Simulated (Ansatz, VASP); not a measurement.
Ti3Al in VASP and in Ansatz

INCAR

```
SYSTEM = Ti3Al
PREC = Accurate
ENCUT = 520
EDIFF = 1E-6
ISMEAR = -1
SIGMA = 0.05
LREAL = .False.
LASPH = .True.
NELM = 100
ALGO = Normal
ISIF = 2
LWAVE = .False.
LCHARG = .False.
GGA = PS
NBANDS = 28
```

File KPOINTS:

```
Automatic mesh
0
Gamma
  7 7 7
  0 0 0
```

POSCAR

```
Ti3Al
1.0
    0.0000000000      3.2100905411      3.2100905411
    3.2100905411      0.0000000000      3.2100905411
    3.2100905411      3.2100905411      0.0000000000
Ti Al
3 1
Direct
    0.0000000000      0.0000000000      0.0000000000
    0.2500000000      0.2500000000      0.2500000000
    0.7500000000      0.7500000000      0.7500000000
    0.5000000000      0.5000000000      0.5000000000
```

File input.yaml:

```yaml
crystal:
  lattice:
    - [0.0, 3.2100905411, 3.2100905411]
    - [3.2100905411, 0.0, 3.2100905411]
    - [3.2100905411, 3.2100905411, 0.0]
  atoms:
    - { symbol: Ti, position: [0.0, 0.0, 0.0] }
    - { symbol: Ti, position: [0.25, 0.25, 0.25] }
    - { symbol: Ti, position: [0.75, 0.75, 0.75] }
    - { symbol: Al, position: [0.5, 0.5, 0.5] }
kpoints:
  mp_grid: { grid: [7, 7, 7] }
scf:
  occupations: { method: fermi_dirac, width: 0.05 }
hamiltonian:
  xc: pbesol
  pseudopotentials: { kind: all_electron, lapw: { basis_error: 0.001 } }
output:
  forces: true
  stress: true
  eigenvalues: true
```

Change from the starting cell: volume scaled by 0.98.

Alike in both runs: task single point; functional PBEsol; k mesh 7 × 7 × 7; occupations fermi-dirac, width 0.05 eV; no spin polarisation.

|  | VASP | Ansatz |
| --- | --- | --- |
| version | VASP 6.6.1 | Ansatz 0.2.0 |
| potentials or method | VASP PAW PBE potentials, release 64 (Ti_sv, Al), cutoff 520 eV | all-electron LAPW, scalar-relativistic |

```csv
,VASP,Ansatz,Ansatz less VASP
gap on the k mesh at the Fermi level (eV),none,none,-
pressure (GPa),-2.8,-2.7,+0.06
```

VASP's potentials were made for PBE, not for PBEsol. A gap of «none» marks a metal or a gap that the smearing closes. Ansatz ran all-electron here, and VASP with PAW potentials.
